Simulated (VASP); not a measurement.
# HgTe (CsCl type) (Pm-3m) in VASP: notebook

The runs below take HgTe (CsCl type) through single point, relaxation of cell and atoms, with PBE.

Everything below comes from runs of VASP 6.6.1. Logs are shortened: lines on timing, memory, paths and dates and some standing lists are left out, and cuts for length are marked.

## (1) The cell of the first run

Symmetry: Pm-3m, No. 221, cubic system. Conventional cell: a = 3.809 Å, b = 3.809 Å, c = 3.809 Å, α = 90.00°, β = 90.00°, γ = 90.00°. Hg (site symmetry m-3m) has 8 Te at 3.30 Å and 6 Hg at 3.81 Å within 4.3 Å. Within 4.3 Å of Te (site symmetry m-3m) lie 8 Hg at 3.30 Å and 6 Te at 3.81 Å.

## (2) Single point, PBE

File INCAR:

```
SYSTEM = HgTe
PREC     = Accurate       ! precision mode
ENCUT    = 520            ! plane-wave cutoff, eV
EDIFF    = 1E-6           ! SCF threshold, eV
ISMEAR   = -1             ! smearing method
SIGMA    = 0.1            ! smearing width, eV
LREAL    = .False.        ! projectors in reciprocal space
LASPH    = .True.         ! aspherical terms in the spheres
NELM     = 100            ! most SCF steps
ALGO     = Normal         ! electronic algorithm
ISIF     = 2              ! what is computed and relaxed
LWAVE    = .False.        ! write WAVECAR
LCHARG   = .False.        ! write CHGCAR
GGA      = PE             ! functional
NBANDS   = 16             ! bands
```

File KPOINTS:

```
Automatic mesh
0
Gamma
  11 11 11
  0 0 0
```

File POSCAR:

```
HgTe
1.0
    3.8091264412      0.0000000000      0.0000000000
    0.0000000000      3.8091264412      0.0000000000
    0.0000000000      0.0000000000      3.8091264412
Hg Te
1 1
Direct
    0.0000000000      0.0000000000      0.0000000000
    0.5000000000      0.5000000000      0.5000000000
```

Potentials or basis: VASP PAW PBE potentials, release 64 (Hg, Te).

On the command line:

```sh
$ cat potpaw_PBE.64/Hg/POTCAR potpaw_PBE.64/Te/POTCAR > POTCAR
$ mpirun -np 1 vasp_std > vasp.out
```

OUTCAR:

```text
SYSTEM = HgTe
   PREC = Accurate
   ENCUT = 520
   EDIFF = 1E-6
   ISMEAR = -1
   LREAL = .False.
   LASPH = .True.
   NELM = 100
   ISIF = 2
   GGA = PE

 ion  position               nearest neighbor table
   1  0.000  0.000  0.000-   2 3.30   2 3.30   2 3.30   2 3.30   2 3.30   2 3.30   2 3.30   2 3.30

   2  0.500  0.500  0.500-   1 3.30   1 3.30   1 3.30   1 3.30   1 3.30   1 3.30   1 3.30   1 3.30

  LATTYP: Found a simple cubic cell.
 ALAT       =     3.8091264412

  Lattice vectors:

 A1 = (   3.8091264412,   0.0000000000,   0.0000000000)
 A2 = (   0.0000000000,   3.8091264412,   0.0000000000)
 A3 = (   0.0000000000,   0.0000000000,   3.8091264412)

Analysis of symmetry for initial positions (statically):
=====================================================================
 Subroutine PRICEL returns:
 Original cell was already a primitive cell.

 Routine SETGRP: Setting up the symmetry group for a
 simple cubic supercell.

 Subroutine GETGRP returns: Found 48 space group operations
 (whereof 48 operations were pure point group operations)
 out of a pool of 48 trial point group operations.

The static configuration has the point symmetry O_h .

Analysis of symmetry for dynamics (positions and initial velocities):
=====================================================================
 Subroutine PRICEL returns:
 Original cell was already a primitive cell.

 Routine SETGRP: Setting up the symmetry group for a
 simple cubic supercell.

 Subroutine GETGRP returns: Found 48 space group operations
 (whereof 48 operations were pure point group operations)
 out of a pool of 48 trial point group operations.

The dynamic configuration has the point symmetry O_h .

 Subroutine INISYM returns: Found 48 space group operations
 (whereof 48 operations are pure point group operations),
 and found     1 'primitive' translations

----------------------------------------------------------------------------------------

                                     Primitive cell

  volume of cell :      55.2683

  direct lattice vectors                    reciprocal lattice vectors
     3.809126441  0.000000000  0.000000000     0.262527384  0.000000000  0.000000000
     0.000000000  3.809126441  0.000000000     0.000000000  0.262527384  0.000000000
     0.000000000  0.000000000  3.809126441     0.000000000  0.000000000  0.262527384

  length of vectors
     3.809126441  3.809126441  3.809126441     0.262527384  0.262527384  0.262527384

  position of ions in fractional coordinates (direct lattice)
     0.000000000  0.000000000  0.000000000
     0.500000000  0.500000000  0.500000000

  ion indices of the primitive-cell ions
   primitive index   ion index
                 1           1
                 2           2

----------------------------------------------------------------------------------------

 KPOINTS: Automatic mesh

Automatic generation of k-mesh.
 Grid dimensions read from file:
 generate k-points for:   11   11   11

 Generating k-lattice:

  Cartesian coordinates                     Fractional coordinates (reciprocal lattice)
     0.023866126  0.000000000  0.000000000     0.090909091  0.000000000  0.000000000
     0.000000000  0.023866126  0.000000000     0.000000000  0.090909091  0.000000000
     0.000000000  0.000000000  0.023866126     0.000000000  0.000000000  0.090909091

  Length of vectors
     0.023866126  0.023866126  0.023866126

  Shift w.r.t. Gamma in fractional coordinates (k-lattice)
     0.000000000  0.000000000  0.000000000

 Subroutine IBZKPT returns following result:
 ===========================================

 Found     56 irreducible k-points:

 Following reciprocal coordinates:
            Coordinates               Weight
  0.000000  0.000000  0.000000      1.000000
  0.090909  0.000000  0.000000      6.000000
  0.181818  0.000000  0.000000      6.000000
  0.272727  0.000000  0.000000      6.000000
  0.363636  0.000000  0.000000      6.000000
  0.454545  0.000000  0.000000      6.000000
[... 16 lines left out ...]
  0.181818  0.090909  0.090909     24.000000
  0.272727  0.090909  0.090909     24.000000
 [... further k-points ...]
   k-points           NKPTS =     56   k-points in BZ     NKDIM =     56   number of bands    NBANDS=     16
   number of dos      NEDOS =    301   number of ions     NIONS =      2
   total plane-waves  NPLWV =  21952
   dimension x,y,z NGX =    28 NGY =   28 NGZ =   28
   dimension x,y,z NGXF=    56 NGYF=   56 NGZF=   56
   ions per type =               1   1
   NGX,Y,Z   is equivalent  to a cutoff of  12.22, 12.22, 12.22 a.u.
   NGXF,Y,Z  is equivalent  to a cutoff of  24.44, 24.44, 24.44 a.u.
 SYSTEM =  HgTe
   PREC   = accura    normal or accurate (medium, high low for compatibility)
   ISTART =      0    job   : 0-new  1-cont  2-samecut
   ICHARG =      2    charge: 1-file 2-atom 10-const
   ISPIN  =      1    spin polarized calculation?
   LNONCOLLINEAR =      F non collinear calculations
   LSORBIT =      F    spin-orbit coupling
   LASPH  =      T    aspherical Exc in radial PAW
   ENCUT  =  520.0 eV  38.22 Ry    6.18 a.u.   7.08  7.08  7.08*2*pi/ulx,y,z
   NELM   =    100;   NELMIN=  2; NELMDL= -5     # of ELM steps
   EDIFF  = 0.1E-05   stopping-criterion for ELM
   LREAL  =      F    real-space projection
   EDIFFG = 0.1E-04   stopping-criterion for IOM
   NSW    =      0    number of steps for IOM
   IBRION =     -1    ionic relax: 0-MD 1-quasi-New 2-CG
   NFREE  =      0    steps in history (QN), initial steepest desc. (CG)
   ISIF   =      2    stress and relaxation
   ISYM   =      2    0-nonsym 1-usesym 2-fastsym
   POTIM  = 0.5000    time-step for ionic-motion
   TEBEG  =    0.0;   TEEND  =   0.0 temperature during run
   PSTRESS=    0.0 pullay stress
   NELECT =      18.0000    total number of electrons
   NUPDOWN=      -1.0000    fix difference up-down
   EMIN   =  10.00;   EMAX   =-10.00  energy-range for DOS
   EFERMI =   0.00;   METHOD = LEGACY
   ISMEAR =    -1;   SIGMA  =   0.10  broadening in eV -4-tet -1-fermi 0-gaus
   EFERMI_NEDOS =   21; number of points for ismear=-14 and -15
   IALGO  =     38    algorithm
   IMIX   =      4    mixing-type and parameters
     AMIX     =   0.40;   BMIX     =  1.00
     AMIX_MAG =   1.60;   BMIX_MAG =  1.00
  volume/ion in A,a.u.               =      27.63       186.48
  Fermi-wavevector in a.u.,A,eV,Ry     =   1.126351  2.128494 17.261246  1.268666
  Thomas-Fermi vector in A             =   2.263032
   LORBIT       =      0    0 simple, 1 ext, 2 COOP (PROOUT), +10 PAW based schemes
   GGA     = PE    functional components
   LHFCALC =     F    Hartree Fock is set to
   AEXX    =    0.0000 exact exchange contribution
   IVDW    =     0    specifies the selected vdW correction
   LEPSILON=     F    determine dielectric tensor
   LRPA    =     F    only Hartree local field effects (RPA)
 non-spin polarized calculation
  energy-cutoff  :      520.00
  volume of cell :       55.27
 maximum number of plane-waves:      1503
   NGX = 15   NGY = 15   NGZ = 15

 number of electron      17.9999998 magnetization

 Free energy of the ion-electron system (eV)
  ---------------------------------------------------
  ext. energy  EPLUGINS =         0.00000000
  ---------------------------------------------------
  free energy    TOTEN  =        -2.85537075 eV

  energy without entropy =       -2.80772452  energy(sigma->0) =       -2.83154764

 E-fermi :   4.6091     XC(G=0): -10.1426

 val. band max:        4.5784882409   @ k =   0.2727   0.0909   0.0000
 cond. band min:       4.6123730672   @ k =   0.3636   0.0909   0.0909
 fundamental gap:      0.0338848263
 Fermi energy:         4.6091296128

 k-point     1 :       0.0000    0.0000    0.0000
  band No.  band energies     occupation
      1      -7.5103      2.00000
      2      -1.8521      2.00000
      3      -1.8521      2.00000
      4      -1.3976      2.00000
      5      -1.3976      2.00000
      6      -1.3976      2.00000
[... 8 lines left out ...]
     15      14.2839      0.00000
     16      17.7876      0.00000

 k-point     2 :       0.0909    0.0000    0.0000
  band No.  band energies     occupation
      1      -7.4494      2.00000
      2      -1.8475      2.00000
      3      -1.8345      2.00000
      4      -1.4233      2.00000
      5      -1.4233      2.00000
      6      -1.3962      2.00000
[... 8 lines left out ...]
     15      13.8539      0.00000
     16      17.3780      0.00000

 k-point     3 :       0.1818    0.0000    0.0000
  band No.  band energies     occupation
      1      -7.2749      2.00000
      2      -1.8352      2.00000
      3      -1.8041      2.00000
      4      -1.4898      2.00000
      5      -1.4898      2.00000
      6      -1.3927      2.00000
[... 8 lines left out ...]
     15      13.0470      0.00000
     16      16.5271      0.00000

 k-point     4 :       0.2727    0.0000    0.0000
  band No.  band energies     occupation
      1      -7.0152      2.00000
      2      -1.8375      2.00000
      3      -1.8190      2.00000
      4      -1.5724      2.00000
      5      -1.5724      2.00000
      6      -1.3881      2.00000
[... 8 lines left out ...]
     15      14.0779      0.00000
     16      15.6621      0.00000

 k-point     5 :       0.3636    0.0000    0.0000
  band No.  band energies     occupation
      1      -6.7319      2.00000
      2      -2.0357      2.00000
      3      -1.8040      2.00000
      4      -1.6441      2.00000
      5      -1.6441      2.00000
      6      -1.3839      2.00000
[... 8 lines left out ...]
     15      15.0271      0.00000
     16      15.9850      0.00000

 k-point     6 :       0.4545    0.0000    0.0000
  band No.  band energies     occupation
      1      -6.5331      2.00000
      2      -2.2755      2.00000
      3      -1.7950      2.00000
      4      -1.6852      2.00000
      5      -1.6852      2.00000
      6      -1.3814      2.00000
[... 8 lines left out ...]
     15      14.6883      0.00000
     16      17.6181      0.00000
[... 267 lines left out ...]
 k-point    21 :       0.4545    0.4545    0.0000
  band No.  band energies     occupation
      1      -6.0659      2.00000
      2      -1.7230      2.00000
      3      -1.5533      2.00000
      4      -1.5481      2.00000
      5      -1.2077      2.00000
      6      -1.2026      2.00000
[... 8 lines left out ...]
     15      14.5844      0.00000
     16      14.9433      0.00000

 k-point    22 :       0.0909    0.0909    0.0909
  band No.  band energies     occupation
      1      -7.3310      2.00000
      2      -1.8162      2.00000
      3      -1.8162      2.00000
      4      -1.4658      2.00000
      5      -1.4370      2.00000
      6      -1.4370      2.00000
[... 8 lines left out ...]
     15      13.5214      0.00000
     16      16.9365      0.00000

 k-point    23 :       0.1818    0.0909    0.0909
  band No.  band energies     occupation
      1      -7.1634      2.00000
      2      -1.8040      2.00000
      3      -1.7770      2.00000
      4      -1.5182      2.00000
      5      -1.5070      2.00000
      6      -1.4323      2.00000
[... 8 lines left out ...]
     15      13.5010      0.00000
     16      16.4041      0.00000

 k-point    24 :       0.2727    0.0909    0.0909
  band No.  band energies     occupation
      1      -6.9157      2.00000
      2      -1.8054      2.00000
      3      -1.7874      2.00000
      4      -1.5939      2.00000
      5      -1.5559      2.00000
      6      -1.4237      2.00000
[... 8 lines left out ...]
     15      14.1640      0.00000
     16      16.1111      0.00000

 [... further k-points ...]

------------------------ aborting loop because EDIFF is reached ----------------------------------------

  FORCE on cell =-STRESS in cart. coord.  units (eV):
  Direction    XX          YY          ZZ          XY          YZ          ZX
  --------------------------------------------------------------------------------------
  -------------------------------------------------------------------------------------
  Total        0.0112762      0.0112762      0.0112762     -0.0000000     -0.0000000      0.0000000
  in kB        0.3268857      0.3268857      0.3268857     -0.0000000     -0.0000000      0.0000000
  external PRESSURE =       0.3268857 kB  Pullay stress =       0.0000000 kB

 VOLUME and BASIS-vectors are now :
 -----------------------------------------------------------------------------
  energy-cutoff  :      520.00
  volume of cell :       55.27
      direct lattice vectors                 reciprocal lattice vectors
     3.809126441  0.000000000  0.000000000     0.262527384  0.000000000  0.000000000
     0.000000000  3.809126441  0.000000000     0.000000000  0.262527384  0.000000000
     0.000000000  0.000000000  3.809126441     0.000000000  0.000000000  0.262527384

 POSITION                                       TOTAL-FORCE (eV/Angst)
 -----------------------------------------------------------------------------------
      0.00000      0.00000      0.00000         0.000000      0.000000      0.000000
      1.90456      1.90456      1.90456         0.000000      0.000000      0.000000
 -----------------------------------------------------------------------------------
    total drift:                               -0.000000      0.000000     -0.000000

  FREE ENERGIE OF THE ION-ELECTRON SYSTEM (eV)
  ---------------------------------------------------
  free  energy   TOTEN  =        -2.8553707538 eV

  energy  without entropy=       -2.8077245172  energy(sigma->0) =       -2.83154764
```

Run time: 12 s. Hardware: 1 thread of Intel Xeon 6975P-C (Granite Rapids), shared host; peak memory 0.19 GiB.

Results:

```yaml
Free_energy: -2.8554 eV
Pressure: 0.0 GPa
Band_gap_on_the_k_mesh: zero (bands 9 and 10 overlap by 1.85 eV)
```

Levels at points of the mesh, in eV from the Fermi level:
```tsv
k point	band 6	band 7	band 8	band 9	band 10	band 11	band 12	band 13
(0.00, 0.00, 0.00)	-6.01	-2.15	-0.84	-0.84	-0.84	5.70	5.70	9.67
```

Caveat: spin-orbit coupling is left out, which moves the levels of the heavy elements.

## (3) Single point, PBE

File INCAR:

```
  PREC = Accurate
  ENCUT = 520
  EDIFF = 1E-6
  ISMEAR = -1
  SIGMA = 0.1
  LREAL = F
  LASPH = T
  NELM = 100
  ALGO = Normal
  ISIF = 2
  LWAVE = F
  LCHARG = F
  GGA = PE
  NBANDS = 16
```

File KPOINTS:

```
regular mesh
0
Gamma
  11 11 11
```

POSCAR is that of step 2.

Potentials or basis: VASP PAW PBE potentials, release 64 (Hg, Te).

On the command line:

```sh
$ cat potpaw_PBE.64/Hg/POTCAR potpaw_PBE.64/Te/POTCAR > POTCAR
$ mpirun -np 1 vasp_std > vasp.out
```

Wall time 13 s (1 thread of Intel Xeon 6975P-C (Granite Rapids), shared host); peak memory 0.19 GiB.

The run converged. Its results:

| Item | Value |
| --- | --- |
| Free energy | -2.8554 eV |
| Pressure | 0.0 GPa |
| Band gap on the k mesh | zero (bands 9 and 10 overlap by 1.85 eV) |

Levels at points of the mesh, in eV from the Fermi level:
| k point | band 5 | band 6 | band 7 | band 8 | band 9 | band 10 | band 11 | band 12 | band 13 | band 14 |
| --- | --- | --- | --- | --- | --- | --- | --- | --- | --- | --- |
| (0.00, 0.00, 0.00) | -6.01 | -6.01 | -2.15 | -0.84 | -0.84 | -0.84 | 5.70 | 5.70 | 9.67 | 9.67 |

Caveat: spin-orbit coupling is left out, which moves the levels of the heavy elements.

(Continued in part 2 of 2.)
